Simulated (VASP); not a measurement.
# Ir (Fm-3m) in VASP: notebook, part 2 of 2

VASP 6.6.1. Earlier steps stand in the parts before.

## (4) Single point, PBE

The input, INCAR:

```
PREC     = Accurate       # precision mode
ENCUT    = 500            # plane-wave cutoff, eV
EDIFF    = 1E-6           # SCF threshold, eV
ISMEAR   = 1              # smearing method
SIGMA    = 0.05           # smearing width, eV
LREAL    = F              # projectors in reciprocal space
LASPH    = T              # aspherical terms in the spheres
NELM     = 120            # most SCF steps
ALGO     = Normal         # electronic algorithm
ISIF     = 2              # what is computed and relaxed
LWAVE    = F              # write WAVECAR
LCHARG   = F              # write CHGCAR
GGA      = PE             # functional
NBANDS   = 10             # bands
GGA_COMPAT= F
```

The input, KPOINTS:

```
Automatic mesh
0
Gamma
  8 8 8
```

The input, POSCAR:

```
Ir
1.0
    0.0000000000      1.9377379136      1.9377379136
    1.9377379136      0.0000000000      1.9377379136
    1.9377379136      1.9377379136      0.0000000000
Ir
1
Direct
    0.0000000000      0.0000000000      0.0000000000
```

Potentials or basis: VASP PAW PBE potentials, release 64 (Ir).

Run with:

```console
> cat potpaw_PBE.64/Ir/POTCAR > POTCAR
> mpirun -np 1 vasp_std > vasp.out
```

OUTCAR:

```text
PREC = Accurate
   ENCUT = 500
   EDIFF = 1E-6
   ISMEAR = 1
   LREAL = F
   LASPH = T
   NELM = 120
   ISIF = 2
   GGA = PE

 ion  position               nearest neighbor table
   1  0.000  0.000  0.000-

  LATTYP: Found a face centered cubic cell.
 ALAT       =     3.8754758272

  Lattice vectors:

 A1 = (   0.0000000000,   1.9377379136,   1.9377379136)
 A2 = (   1.9377379136,   0.0000000000,   1.9377379136)
 A3 = (   1.9377379136,   1.9377379136,   0.0000000000)

Analysis of symmetry for initial positions (statically):
=====================================================================
 Subroutine PRICEL returns:
 Original cell was already a primitive cell.

 Routine SETGRP: Setting up the symmetry group for a
 face centered cubic supercell.

 Subroutine GETGRP returns: Found 48 space group operations
 (whereof 48 operations were pure point group operations)
 out of a pool of 48 trial point group operations.

The static configuration has the point symmetry O_h .

Analysis of symmetry for dynamics (positions and initial velocities):
=====================================================================
 Subroutine PRICEL returns:
 Original cell was already a primitive cell.

 Routine SETGRP: Setting up the symmetry group for a
 face centered cubic supercell.

 Subroutine GETGRP returns: Found 48 space group operations
 (whereof 48 operations were pure point group operations)
 out of a pool of 48 trial point group operations.

The dynamic configuration has the point symmetry O_h .

 Subroutine INISYM returns: Found 48 space group operations
 (whereof 48 operations are pure point group operations),
 and found     1 'primitive' translations

----------------------------------------------------------------------------------------

                                     Primitive cell

  volume of cell :      14.5517

[... 103 lines left out ...]
   IALGO  =     38    algorithm
   IMIX   =      4    mixing-type and parameters
     AMIX     =   0.40;   BMIX     =  1.00
     AMIX_MAG =   1.60;   BMIX_MAG =  1.00
  volume/ion in A,a.u.               =      14.55        98.20
  Fermi-wavevector in a.u.,A,eV,Ry     =   1.394817  2.635822 26.470339  1.945515
  Thomas-Fermi vector in A             =   2.518329
   LORBIT       =      0    0 simple, 1 ext, 2 COOP (PROOUT), +10 PAW based schemes
   GGA     = PE    functional components
   LHFCALC =     F    Hartree Fock is set to
   AEXX    =    0.0000 exact exchange contribution
   IVDW    =     0    specifies the selected vdW correction
   LEPSILON=     F    determine dielectric tensor
   LRPA    =     F    only Hartree local field effects (RPA)
 non-spin polarized calculation
 Methfessel and Paxton  Order N= 1 SIGMA  =   0.05
  energy-cutoff  :      500.00
  volume of cell :       14.55
 maximum number of plane-waves:       380
   NGX =  9   NGY =  9   NGZ =  9

 number of electron       9.0000000 magnetization

 Free energy of the ion-electron system (eV)
  ---------------------------------------------------
  ext. energy  EPLUGINS =         0.00000000
  ---------------------------------------------------
  free energy    TOTEN  =        -8.77765918 eV

  energy without entropy =       -8.77784328  energy(sigma->0) =       -8.77772054

 E-fermi :   9.9813     XC(G=0): -13.8189

 val. band max:        9.9331884526   @ k =  -0.3750   0.1250   0.0000
 cond. band min:       9.9966700202   @ k =  -0.3750   0.2500   0.0000
 fundamental gap:      0.0634815675
 Fermi energy:         9.9812549460

 k-point     1 :       0.0000    0.0000    0.0000
  band No.  band energies     occupation
      1      -0.8950      2.00000
      2       6.2034      2.00000
      3       6.2034      2.00000
      4       6.2034      2.00000
      5       8.7866      2.00000
      6       8.7866      2.00000
      7      24.2835      0.00000
      8      29.7272      0.00000
      9      29.7272      0.00000
     10      29.7272      0.00000
[... 287 lines left out ...]
 k-point    24 :      -0.3750    0.2500    0.1250
  band No.  band energies     occupation
      1       3.5467      2.00000
      2       4.9247      2.00000
      3       6.4589      2.00000
      4       7.4648      2.00000
      5      10.4766     -0.00000
      6      14.9647      0.00000
      7      16.3675      0.00000
      8      25.4837      0.00000
      9      25.4854      0.00000
     10      29.5102      0.00000

 [... further k-points ...]
[... 5 lines left out ...]
  --------------------------------------------------------------------------------------
  -------------------------------------------------------------------------------------
  Total        0.0403650      0.0403650      0.0403650     -0.0000000      0.0000000     -0.0000000
  in kB        4.4442695      4.4442695      4.4442695     -0.0000000      0.0000000     -0.0000000
  external PRESSURE =       4.4442695 kB  Pullay stress =       0.0000000 kB

 VOLUME and BASIS-vectors are now :
 -----------------------------------------------------------------------------
  energy-cutoff  :      500.00
  volume of cell :       14.55
      direct lattice vectors                 reciprocal lattice vectors
     0.000000000  1.937737914  1.937737914    -0.258032831  0.258032831  0.258032831
     1.937737914  0.000000000  1.937737914     0.258032831 -0.258032831  0.258032831
     1.937737914  1.937737914  0.000000000     0.258032831  0.258032831 -0.258032831

 POSITION                                       TOTAL-FORCE (eV/Angst)
 -----------------------------------------------------------------------------------
      0.00000      0.00000      0.00000        -0.000000      0.000000     -0.000000
 -----------------------------------------------------------------------------------
    total drift:                               -0.000000     -0.000000     -0.000000

  FREE ENERGIE OF THE ION-ELECTRON SYSTEM (eV)
  ---------------------------------------------------
  free  energy   TOTEN  =        -8.7776591766 eV

  energy  without entropy=       -8.7778432783  energy(sigma->0) =       -8.77772054
```

Wall time 10 s (1 thread of AMD EPYC 7R13, shared host); peak memory 0.1 GiB.

Results:

| Quantity | Value |
| --- | --- |
| Free energy | -8.7777 eV |
| Pressure | 0.4 GPa |

Levels at points of the mesh, in eV from the Fermi level:
```
           k point  band 2  band 3  band 4  band 5  band 6  band 7
(0.00, 0.00, 0.00)   -3.78   -3.78   -3.78   -1.19   -1.19   14.30
(0.50, 0.00, 0.00)   -3.87   -3.87   -0.74    0.80    0.80    6.93
(0.50, 0.50, 0.00)   -7.10    0.77    1.34    1.34    1.64   10.08
```

Caveat: spin-orbit coupling is left out, which moves the levels of the heavy elements.

## (5) Single point, PBE+U

The input, INCAR:

```
PREC = Accurate ; ENCUT = 500
EDIFF = 1E-6 ; ISMEAR = 1
SIGMA = 0.0283 ; LREAL = F
LASPH = T ; NELM = 200
ALGO = Normal ; ISIF = 2
LWAVE = F ; LCHARG = F
LMAXMIX = 4 ; LDAU = T
LDAUTYPE = 2 ; LDAUL = 2
LDAUU = 1 ; LDAUJ = 0
LDAUPRINT = 1 ; GGA = PE
NBANDS = 10 ; GGA_COMPAT = F
```

KPOINTS is that of step 4.

The input, POSCAR:

```
Ir
1.0
    0.0000000000      1.9368351349      1.9368351349
    1.9368351349      0.0000000000      1.9368351349
    1.9368351349      1.9368351349      0.0000000000
Ir
1
Direct
    0.0000000000      0.0000000000      0.0000000000
```

Run with:

```console
> cat potpaw_PBE.64/Ir/POTCAR > POTCAR
> mpirun -np 1 vasp_std > vasp.out
```

It took 11 s on 1 thread of AMD EPYC 7R13, shared host; peak memory 0.1 GiB.

It converged, with:

| Item | Value |
| --- | --- |
| Free energy | -7.7495 eV |
| Pressure | -2.3 GPa |

Levels at points of the mesh, in eV from the Fermi level:
| k point | band 2 | band 3 | band 4 | band 5 | band 6 | band 7 |
| --- | --- | --- | --- | --- | --- | --- |
| (0.00, 0.00, 0.00) | -3.78 | -3.78 | -3.78 | -1.30 | -1.30 | 14.46 |
| (0.50, 0.00, 0.00) | -3.93 | -3.93 | -0.59 | 0.77 | 0.77 | 7.02 |
| (0.50, 0.50, 0.00) | -7.10 | 0.67 | 1.36 | 1.36 | 1.80 | 10.16 |

Eigenvalues of the final occupation matrices:
| site | spin | trace | eigenvalues |
| --- | --- | --- | --- |
| site 1 d | 1 | 3.53 | 0.66 0.66 0.66 0.78 0.78 |
| site 1 d | 2 | 3.53 | 0.66 0.66 0.66 0.78 0.78 |

Caveat: spin-orbit coupling is left out, which moves the levels of the heavy elements; U without spin polarisation on a metal has little footing; the U is typed as a test and isn't derived for this compound.

## (6) Relaxation of cell and atoms, PBE

The input, INCAR:

```
PREC = Accurate
ENCUT = 500
EDIFF = 1E-7
ISMEAR = 1
SIGMA = 0.0283
LREAL = False
LASPH = True
NELM = 120
ALGO = Normal
ISIF = 3
LWAVE = False
LCHARG = False
GGA = PE
IBRION = 2
NSW = 60
EDIFFG = -0.01
GGA_COMPAT = False
NELMIN = 4
```

The input, KPOINTS:

```
regular mesh
0
Gamma
  8 8 8
```

The input, POSCAR:

```
Ir
1.0
    0.0000000000      1.9379170000      1.9379170000
    1.9379170000      0.0000000000      1.9379170000
    1.9379170000      1.9379170000      0.0000000000
Ir
1
Direct
    0.0000000000      0.0000000000      0.0000000000
```

Potentials or basis: VASP PAW PBE potentials, release 64 (Ir).

Run with:

```console
> cat potpaw_PBE.64/Ir/POTCAR > POTCAR
> mpirun -np 1 vasp_std > vasp.out
```

OUTCAR:

```text
PREC = Accurate
   ENCUT = 500
   EDIFF = 1E-7
   ISMEAR = 1
   LREAL = False
   LASPH = True
   NELM = 120
   ISIF = 3
   GGA = PE
   IBRION = 2
   NSW = 60
   EDIFFG = -0.01
   NELMIN = 4

 ion  position               nearest neighbor table
   1  0.000  0.000  0.000-

  LATTYP: Found a face centered cubic cell.
 ALAT       =     3.8758340000

  Lattice vectors:

 A1 = (   0.0000000000,   1.9379170000,   1.9379170000)
 A2 = (   1.9379170000,   0.0000000000,   1.9379170000)
 A3 = (   1.9379170000,   1.9379170000,   0.0000000000)

Analysis of symmetry for initial positions (statically):
=====================================================================
 Subroutine PRICEL returns:
 Original cell was already a primitive cell.

 Routine SETGRP: Setting up the symmetry group for a
 face centered cubic supercell.

 Subroutine GETGRP returns: Found 48 space group operations
 (whereof 48 operations were pure point group operations)
 out of a pool of 48 trial point group operations.

[... 164 lines left out ...]

  FORCE on cell =-STRESS in cart. coord.  units (eV):
  Direction    XX          YY          ZZ          XY          YZ          ZX
  --------------------------------------------------------------------------------------
  -------------------------------------------------------------------------------------
  Total        0.0316084      0.0316084      0.0316084      0.0000000     -0.0000000     -0.0000000
  in kB        3.4791827      3.4791827      3.4791827      0.0000000     -0.0000000     -0.0000000
  external PRESSURE =       3.4791827 kB  Pullay stress =       0.0000000 kB
[... 57 lines left out ...]
--------------------------------------- Ionic step        3  -------------------------------------------

 number of electron       9.0000000 magnetization

 Free energy of the ion-electron system (eV)
  ---------------------------------------------------
  ext. energy  EPLUGINS =         0.00000000
  ---------------------------------------------------
  free energy    TOTEN  =        -8.77769920 eV

  energy without entropy =       -8.77753978  energy(sigma->0) =       -8.77764606

 E-fermi :   9.9663     XC(G=0): -13.8118

 val. band max:        9.9118260912   @ k =  -0.3750   0.1250   0.0000
 cond. band min:       9.9751856629   @ k =  -0.3750   0.2500   0.0000
 fundamental gap:      0.0633595716
 Fermi energy:         9.9663376704

 k-point     1 :       0.0000    0.0000    0.0000
  band No.  band energies     occupation
      1      -0.9028      2.00000
      2       6.1893      2.00000
      3       6.1893      2.00000
      4       6.1893      2.00000
      5       8.7673      2.00000
      6       8.7673      2.00000
      7      24.2652      0.00000
      8      29.7014      0.00000
[... 243 lines left out ...]
 k-point    24 :      -0.3750    0.2500    0.1250
  band No.  band energies     occupation
      1       3.5364      2.00000
      2       4.9134      2.00000
      3       6.4441      2.00000
      4       7.4486      2.00000
      5      10.4540     -0.00000
      6      14.9379      0.00000
      7      16.3364      0.00000
      8      25.4499      0.00000

 [... further k-points ...]
[... 5 lines left out ...]
  --------------------------------------------------------------------------------------
  -------------------------------------------------------------------------------------
  Total        0.0011905      0.0011905      0.0011905      0.0000000      0.0000000      0.0000000
  in kB        0.1309190      0.1309190      0.1309190      0.0000000      0.0000000      0.0000000
  external PRESSURE =       0.1309190 kB  Pullay stress =       0.0000000 kB
[... 16 lines left out ...]
  FREE ENERGIE OF THE ION-ELECTRON SYSTEM (eV)
  ---------------------------------------------------
  free  energy   TOTEN  =        -8.7776991986 eV

  energy  without entropy=       -8.7775397777  energy(sigma->0) =       -8.77764606

 reached required accuracy - stopping structural energy minimisation
```

OSZICAR:

```text
N       E                     dE             d eps       ncg     rms          rms(c)
DAV:   1     0.426579244931E+02    0.42658E+02   -0.44258E+03   464   0.101E+03
DAV:   2    -0.866760781331E+01   -0.51326E+02   -0.49959E+02   464   0.207E+02
DAV:   3    -0.934062417689E+01   -0.67302E+00   -0.66985E+00   696   0.314E+01
[... 17 lines left out ...]
DAV:   1    -0.877834701026E+01   -0.85338E-03   -0.25389E-02   472   0.262E+00    0.227E-01
DAV:   2    -0.877776121423E+01    0.58580E-03   -0.15291E-03   496   0.537E-01    0.797E-02
DAV:   3    -0.877769714411E+01    0.64070E-04   -0.31361E-04   528   0.223E-01    0.260E-02
DAV:   4    -0.877769923203E+01   -0.20879E-05   -0.70474E-06   592   0.293E-02    0.163E-03
DAV:   5    -0.877769919862E+01    0.33413E-07   -0.11380E-07   464   0.438E-03
   3 F= -.87776992E+01 E0= -.87776461E+01  d E =-.142791E-04
```

Wall time 17 s (1 thread of AMD EPYC 7R13, shared host); peak memory 0.1 GiB.

What came out:

```yaml
Free_energy: -8.7777 eV
Relaxed_volume: 14.57 Å³/atom
Relaxed_cell: a = 2.741 Å, b = 2.741 Å, c = 2.741 Å, α = 60.00°, β = 60.00°, γ = 60.00°
Space_group_after_relaxing_to_0.05_Å: Fm-3m (No. 225)
Energy_gained_by_relaxing: 0.0 meV/atom
Ionic_steps: 3
Pressure_after_relaxing: 0.0 GPa
```

Final structure:
```xyz
1
Lattice="0.0000 1.9385 1.9385 1.9385 0.0000 1.9385 1.9385 1.9385 0.0000" Properties=species:S:1:pos:R:3 pbc="T T T"
Ir    0.0000    0.0000    0.0000
```

Levels at points of the mesh, in eV from the Fermi level:
```
           k point  band 1  band 2  band 3  band 4  band 5  band 6  band 7  band 8
(0.00, 0.00, 0.00)  -10.87   -3.78   -3.78   -3.78   -1.20   -1.20   14.30   19.74
(0.50, 0.00, 0.00)   -7.86   -3.87   -3.87   -0.74    0.79    0.79    6.91   13.85
(0.50, 0.50, 0.00)   -7.63   -7.09    0.76    1.33    1.33    1.64   10.06   11.51
```

Caveat: spin-orbit coupling is left out, which moves the levels of the heavy elements.

## (7) The runs side by side

```csv
task,level,U,cell,smearing,gap on the mesh (eV),pressure (GPa)
single point,PBE,-,"a = 2.740 Å, angles 60.0°, 1 atom",methfessel-paxton 0.0283 eV,none,0.4
single point,PBE,-,"a = 2.740 Å, angles 60.0°, 1 atom",methfessel-paxton 0.05 eV,none,0.4
single point,PBE+U,Ir d U = 1.0 eV,"a = 2.739 Å, angles 60.0°, 1 atom",methfessel-paxton 0.0283 eV,none,-2.3
relaxation of cell and atoms,PBE,-,"relaxed from a = 2.741 Å, angles 60.0°, 1 atom",methfessel-paxton 0.0283 eV,none,0.0
```

Alike in all rows: potentials or basis VASP PAW PBE potentials, release 64 (Ir); no spin polarisation; k mesh 8 × 8 × 8; cutoff (eV) 500.

Every run on the cell as given and a fine mesh finds a metal. The pressure there spans -2.3 GPa (PBE+U) to 0.4 GPa (PBE); a positive pressure means that this level wants a larger cell, a negative one a smaller.

Caveats: spin-orbit coupling is left out, which moves the levels of the heavy elements; U without spin polarisation on a metal has little footing (some runs); the U is typed as a test and isn't derived for this compound (some runs).

Total energies depend on the potentials used, so only differences within one code and one set of settings carry meaning.
